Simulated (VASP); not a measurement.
# Sr (Fm-3m) in VASP: notebook, part 2 of 2

VASP 6.6.1.

### 3 Relaxation of volume and atoms at fixed shape, r2SCAN

POSCAR

```
Sr
1.0
    0.0000000000      3.0423500000      3.0423500000
    3.0423500000      0.0000000000      3.0423500000
    3.0423500000      3.0423500000      0.0000000000
Sr
1
Direct
    0.0000000000      0.0000000000      0.0000000000
```

INCAR.step1

```
PREC = Accurate
ENCUT = 600
ISMEAR = 0
SIGMA = 0.1
LREAL = False
LASPH = True
NELM = 60
GGA = PE
ALGO = Normal
EDIFF = 1E-4
LWAVE = True
LCHARG = False
```

INCAR.step2

```
PREC = Accurate
ENCUT = 600
EDIFF = 1E-6
ISMEAR = 0
SIGMA = 0.1
LREAL = False
LASPH = True
NELM = 60
ALGO = Normal
ISIF = 8
LWAVE = False
LCHARG = False
METAGGA = R2SCAN
LMIXTAU = True
IBRION = 2
NSW = 60
EDIFFG = -0.02
ISTART = 1
```

KPOINTS

```
regular mesh
0
Gamma
  6 6 6
```

Potentials or basis: VASP PAW PBE potentials, release 64 (Sr_sv).

The run is started by

```bash
cat potpaw_PBE.64/Sr_sv/POTCAR > POTCAR
cp INCAR.step1 INCAR
mpirun -np 1 vasp_std > vasp.out
cp INCAR.step2 INCAR
mpirun -np 1 vasp_std > vasp.out
```

OUTCAR:

```text
PREC = Accurate
   ENCUT = 600
   EDIFF = 1E-6
   ISMEAR = 0
   LREAL = False
   LASPH = True
   NELM = 60
   ISIF = 8
   METAGGA = R2SCAN
   IBRION = 2
   NSW = 60
   EDIFFG = -0.02
   ISTART = 1

 ion  position               nearest neighbor table
   1  0.000  0.000  0.000-

  LATTYP: Found a face centered cubic cell.
 ALAT       =     6.0847000000

  Lattice vectors:

 A1 = (   0.0000000000,   3.0423500000,   3.0423500000)
 A2 = (   3.0423500000,   0.0000000000,   3.0423500000)
 A3 = (   3.0423500000,   3.0423500000,   0.0000000000)

Analysis of symmetry for initial positions (statically):
=====================================================================
 Subroutine PRICEL returns:
 Original cell was already a primitive cell.

 Routine SETGRP: Setting up the symmetry group for a
 face centered cubic supercell.

 Subroutine GETGRP returns: Found 48 space group operations
 (whereof 48 operations were pure point group operations)
 out of a pool of 48 trial point group operations.

The static configuration has the point symmetry O_h .

Analysis of symmetry for dynamics (positions and initial velocities):
=====================================================================
 Subroutine PRICEL returns:
 Original cell was already a primitive cell.

 Routine SETGRP: Setting up the symmetry group for a
 face centered cubic supercell.

 Subroutine GETGRP returns: Found 48 space group operations
 (whereof 48 operations were pure point group operations)
 out of a pool of 48 trial point group operations.

The dynamic configuration has the point symmetry O_h .

 Subroutine INISYM returns: Found 48 space group operations
 (whereof 48 operations are pure point group operations),
 and found     1 'primitive' translations

----------------------------------------------------------------------------------------

                                     Primitive cell

  volume of cell :      56.3193

  direct lattice vectors                    reciprocal lattice vectors
     0.000000000  3.042350000  3.042350000    -0.164346640  0.164346640  0.164346640
     3.042350000  0.000000000  3.042350000     0.164346640 -0.164346640  0.164346640
     3.042350000  3.042350000  0.000000000     0.164346640  0.164346640 -0.164346640

  length of vectors
     4.302532631  4.302532631  4.302532631     0.284656730  0.284656730  0.284656730

  position of ions in fractional coordinates (direct lattice)
     0.000000000  0.000000000  0.000000000

  ion indices of the primitive-cell ions
   primitive index   ion index
                 1           1

----------------------------------------------------------------------------------------

 KPOINTS: regular mesh

Automatic generation of k-mesh.
 Grid dimensions read from file:
 generate k-points for:    6    6    6

 Generating k-lattice:

  Cartesian coordinates                     Fractional coordinates (reciprocal lattice)
    -0.027391107  0.027391107  0.027391107     0.166666667  0.000000000  0.000000000
     0.027391107 -0.027391107  0.027391107     0.000000000  0.166666667  0.000000000
     0.027391107  0.027391107 -0.027391107     0.000000000  0.000000000  0.166666667

  Length of vectors
     0.047442788  0.047442788  0.047442788

  Shift w.r.t. Gamma in fractional coordinates (k-lattice)
     0.000000000  0.000000000  0.000000000

 Subroutine IBZKPT returns following result:
 ===========================================

 Found     16 irreducible k-points:

 Following reciprocal coordinates:
            Coordinates               Weight
  0.000000  0.000000  0.000000      1.000000
  0.166667  0.000000  0.000000      8.000000
  0.333333  0.000000  0.000000      8.000000
  0.500000  0.000000  0.000000      4.000000
  0.166667  0.166667  0.000000      6.000000
  0.333333  0.166667  0.000000     24.000000
[... 8 lines left out ...]
 -0.333333  0.333333  0.166667     24.000000
 -0.333333  0.500000  0.166667     12.000000
   k-points           NKPTS =     16   k-points in BZ     NKDIM =     16   number of bands    NBANDS=      9
   number of dos      NEDOS =    301   number of ions     NIONS =      1
   total plane-waves  NPLWV =  46656
   dimension x,y,z NGX =    36 NGY =   36 NGZ =   36
   dimension x,y,z NGXF=    72 NGYF=   72 NGZF=   72
   ions per type =               1
   NGX,Y,Z   is equivalent  to a cutoff of  13.91, 13.91, 13.91 a.u.
   NGXF,Y,Z  is equivalent  to a cutoff of  27.82, 27.82, 27.82 a.u.
 SYSTEM =  unknown system
   PREC   = accura    normal or accurate (medium, high low for compatibility)
   ISTART =      1    job   : 0-new  1-cont  2-samecut
   ICHARG =      0    charge: 1-file 2-atom 10-const
   ISPIN  =      1    spin polarized calculation?
   LNONCOLLINEAR =      F non collinear calculations
   LSORBIT =      F    spin-orbit coupling
   LASPH  =      T    aspherical Exc in radial PAW
   ENCUT  =  600.0 eV  44.10 Ry    6.64 a.u.   8.59  8.59  8.59*2*pi/ulx,y,z
   NELM   =     60;   NELMIN=  2; NELMDL=  0     # of ELM steps
   EDIFF  = 0.1E-05   stopping-criterion for ELM
   LREAL  =      F    real-space projection
   EDIFFG = -.2E-01   stopping-criterion for IOM
   NSW    =     60    number of steps for IOM
   IBRION =      2    ionic relax: 0-MD 1-quasi-New 2-CG
   NFREE  =      1    steps in history (QN), initial steepest desc. (CG)
   ISIF   =      8    stress and relaxation
   ISYM   =      2    0-nonsym 1-usesym 2-fastsym
   POTIM  = 0.5000    time-step for ionic-motion
   TEBEG  =    0.0;   TEEND  =   0.0 temperature during run
   PSTRESS=    0.0 pullay stress
   NELECT =      10.0000    total number of electrons
   NUPDOWN=      -1.0000    fix difference up-down
   EMIN   =  10.00;   EMAX   =-10.00  energy-range for DOS
   EFERMI =   0.00;   METHOD = LEGACY
   ISMEAR =     0;   SIGMA  =   0.10  broadening in eV -4-tet -1-fermi 0-gaus
   EFERMI_NEDOS =   21; number of points for ismear=-14 and -15
   IALGO  =     38    algorithm
   IMIX   =      4    mixing-type and parameters
     AMIX     =   0.40;   BMIX     =  1.00
     AMIX_MAG =   1.60;   BMIX_MAG =  1.00
  volume/ion in A,a.u.               =      56.32       380.06
  Fermi-wavevector in a.u.,A,eV,Ry     =   0.920144  1.738819 11.519569  0.846664
  Thomas-Fermi vector in A             =   2.045416
   LORBIT       =      0    0 simple, 1 ext, 2 COOP (PROOUT), +10 PAW based schemes
   METAGGA = R2SCAN    functional components
   LHFCALC =     F    Hartree Fock is set to
   AEXX    =    0.0000 exact exchange contribution
   IVDW    =     0    specifies the selected vdW correction
   LEPSILON=     F    determine dielectric tensor
   LRPA    =     F    only Hartree local field effects (RPA)
 conjugate gradient relaxation of ions
 non-spin polarized calculation
 Gauss-broadening in eV      SIGMA  =   0.10
  energy-cutoff  :      600.00
  volume of cell :       56.32
 maximum number of plane-waves:      1895
 NGX is ok and might be reduce to    36
   NGX = 17   NGY = 17   NGZ = 17

 number of electron      10.0000000 magnetization

 Free energy of the ion-electron system (eV)
  ---------------------------------------------------
  ext. energy  EPLUGINS =         0.00000000
  ---------------------------------------------------
  free energy    TOTEN  =       -15.07989672 eV

  energy without entropy =      -15.06667040  energy(sigma->0) =      -15.07328356

 E-fermi :   1.5432     XC(G=0):  -7.7125

 val. band max:        1.5260465580   @ k =  -0.3333   0.3333   0.1667
 cond. band min:       1.5897583843   @ k =  -0.3333   0.3333   0.1667
 fundamental gap:      0.0637118263
 Fermi energy:         1.5431567500

 k-point     1 :       0.0000    0.0000    0.0000
  band No.  band energies     occupation
      1     -36.5459      2.00000
      2     -17.8088      2.00000
      3     -17.8088      2.00000
      4     -17.8088      2.00000
      5      -2.2690      2.00000
      6       4.2015      0.00000
      7       4.2015      0.00000
      8       4.2015      0.00000
      9       5.7050      0.00000
[... 169 lines left out ...]
 k-point    16 :      -0.3333    0.5000    0.1667
  band No.  band energies     occupation
      1     -36.5279      2.00000
      2     -17.9583      2.00000
      3     -17.9040      2.00000
      4     -17.8780      2.00000
      5       1.4148      1.93053
      6       2.1119      0.00000
      7       2.3485      0.00000
      8       4.6054      0.00000
      9       7.0813      0.00000

------------------------ aborting loop because EDIFF is reached ----------------------------------------

  FORCE on cell =-STRESS in cart. coord.  units (eV):
  Direction    XX          YY          ZZ          XY          YZ          ZX
  --------------------------------------------------------------------------------------
  -------------------------------------------------------------------------------------
  Total        0.0198992      0.0198992      0.0198992     -0.0000000      0.0000000     -0.0000000
  in kB        0.5660952      0.5660952      0.5660952     -0.0000000      0.0000000     -0.0000000
  external PRESSURE =       0.5660952 kB  Pullay stress =       0.0000000 kB

 VOLUME and BASIS-vectors are now :
 -----------------------------------------------------------------------------
  energy-cutoff  :      600.00
  volume of cell :       56.32
      direct lattice vectors                 reciprocal lattice vectors
     0.000000000  3.042350000  3.042350000    -0.164346640  0.164346640  0.164346640
     3.042350000  0.000000000  3.042350000     0.164346640 -0.164346640  0.164346640
     3.042350000  3.042350000  0.000000000     0.164346640  0.164346640 -0.164346640

 POSITION                                       TOTAL-FORCE (eV/Angst)
 -----------------------------------------------------------------------------------
      0.00000      0.00000      0.00000        -0.000000      0.000000      0.000000
 -----------------------------------------------------------------------------------
    total drift:                               -0.000000      0.000000      0.000000

  FREE ENERGIE OF THE ION-ELECTRON SYSTEM (eV)
  ---------------------------------------------------
  free  energy   TOTEN  =       -15.0798967231 eV

  energy  without entropy=      -15.0666703989  energy(sigma->0) =      -15.07328356

 reached required accuracy - stopping structural energy minimisation
```

OUTCAR.step1:

```text
PREC = Accurate
   ENCUT = 600
   ISMEAR = 0
   LREAL = False
   LASPH = True
   NELM = 60
[... 396 lines left out ...]

 POSITION                                       TOTAL-FORCE (eV/Angst)
 -----------------------------------------------------------------------------------
      0.00000      0.00000      0.00000         0.000000      0.000000      0.000000
 -----------------------------------------------------------------------------------
    total drift:                               -0.000000      0.000000      0.000000

  FREE ENERGIE OF THE ION-ELECTRON SYSTEM (eV)
  ---------------------------------------------------
  free  energy   TOTEN  =        -1.6174821530 eV

  energy  without entropy=       -1.6036723687  energy(sigma->0) =       -1.61057726
```

OSZICAR.step1:

```text
N       E                     dE             d eps       ncg     rms          rms(c)
DAV:   1     0.419120171039E+02    0.41912E+02   -0.53301E+03   288   0.108E+03
DAV:   2     0.312087761815E+00   -0.41600E+02   -0.41145E+02   307   0.174E+02
DAV:   3    -0.156618360201E+01   -0.18783E+01   -0.18603E+01   438   0.299E+01
DAV:   4    -0.161350411382E+01   -0.47321E-01   -0.47277E-01   419   0.500E+00
DAV:   5    -0.161466169000E+01   -0.11576E-02   -0.11564E-02   439   0.474E-01    0.110E+01
DAV:   6    -0.161628684262E+01   -0.16252E-02   -0.68481E-03   401   0.115E+00    0.620E+00
DAV:   7    -0.161747059626E+01   -0.11838E-02   -0.11704E-02   301   0.151E+00    0.299E-01
DAV:   8    -0.161746618017E+01    0.44161E-05   -0.18375E-03   441   0.280E-01    0.121E-01
DAV:   9    -0.161748215299E+01   -0.15973E-04   -0.22284E-05   180   0.594E-02
   1 F= -.16174822E+01 E0= -.16105773E+01  d E =-.138098E-01
```

It took 30 s on 1 thread of Intel Xeon Platinum 8488C (Sapphire Rapids), shared host; peak memory 0.2 GiB.

What came out:

```yaml
Free_energy: -15.0799 eV
Pressure_after_relaxing: 0.1 GPa
Band_gap_on_the_k_mesh: zero (band 5 reaches 1.53 eV, above the bottom of band 6 at 1.47 eV)
```

Final structure:
```yaml
crystal:
  lattice:
    - [0.00000, 3.04235, 3.04235]
    - [3.04235, 0.00000, 3.04235]
    - [3.04235, 3.04235, 0.00000]
  atoms:
    - { symbol: Sr, position: [0.00000, 0.00000, 0.00000] }
```

Levels at points of the mesh, in eV from the Fermi level:
```csv
k point,band 3,band 4,band 5,band 6,band 7,band 8
"(0.00, 0.00, 0.00)",-19.35,-19.35,-3.81,2.66,2.66,2.66
"(0.50, 0.00, 0.00)",-19.38,-19.38,-1.07,-0.08,2.46,2.46
"(0.50, 0.50, 0.00)",-19.42,-19.42,-0.59,0.49,0.97,5.22
```

Caveat: the relaxation stopped at its first step, so nothing moved; the PAW data sets were made with another functional, which shifts forces and pressure a little.
